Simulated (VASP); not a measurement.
Wanted: the native input for a VASP 6.6.1 run.

```
Task                   : single point
Functional             : PBE
Potentials or basis    : VASP PAW PBE potentials, release 64 (Li_sv, Sb)
Cutoff                 : 520 eV
k mesh                 : 8 × 8 × 8
Occupations            : gaussian, width 0.1 eV
Spin                   : no spin polarisation
Dipole correction      : no
Further INCAR settings : ALGO = Fast; EDIFF = 1e-06; NBANDS = 23
```

The structure of Li7Sb lies in POSCAR:

```
Li7Sb
1.0
    4.4868512537      0.0000000000      0.0000000000
    0.0000000000      4.6847598449      3.3616111150
    0.0000000000     -4.6847598449      3.3616111150
Li Sb
7 1
Direct
    0.5000000000      0.0422363493      0.5412358523
    0.5000000000      0.5412358523      0.0422363493
    0.5000000000      0.5432303840      0.5432303840
    0.0000000000      0.2522722583      0.8303024529
    0.0000000000      0.3123268863      0.3123268863
    0.0000000000      0.7704850092      0.7704850092
    0.0000000000      0.8303024529      0.2522722583
    0.5000000000      0.0408699093      0.0408699093
```

The input as run:

INCAR

```
SYSTEM = Li7Sb
PREC     = Accurate       ! precision mode
ENCUT    = 520            ! plane-wave cutoff, eV
EDIFF    = 1E-6           ! SCF threshold, eV
ISMEAR   = 0              ! smearing method
SIGMA    = 0.1            ! smearing width, eV
LREAL    = .False.        ! projectors in reciprocal space
LASPH    = .True.         ! aspherical terms in the spheres
NELM     = 100            ! most SCF steps
ALGO     = Fast           ! electronic algorithm
ISIF     = 2              ! what is computed and relaxed
LWAVE    = .False.        ! write WAVECAR
LCHARG   = .False.        ! write CHGCAR
GGA      = PE             ! functional
NBANDS   = 23             ! bands
```

KPOINTS

```
Automatic mesh
0
Gamma
  8 8 8
  0 0 0
```

Potentials or basis: VASP PAW PBE potentials, release 64 (Li_sv, Sb).

Command:

```sh
$ cat potpaw_PBE.64/Li_sv/POTCAR potpaw_PBE.64/Sb/POTCAR > POTCAR
$ mpirun -np 1 vasp_std > vasp.out
```

Results of the run:

```json
{
  "Band gap on the k mesh": "zero (bands 13 and 14 overlap by 1.44 eV)"
}
```

Caveat: spin-orbit coupling is left out, which moves the levels of the heavy elements.

Wall time 5.1 min on 1 thread of Intel(R) Xeon(R) 6975P-C (Granite Rapids) (shared host), peak memory 0.45 GiB.
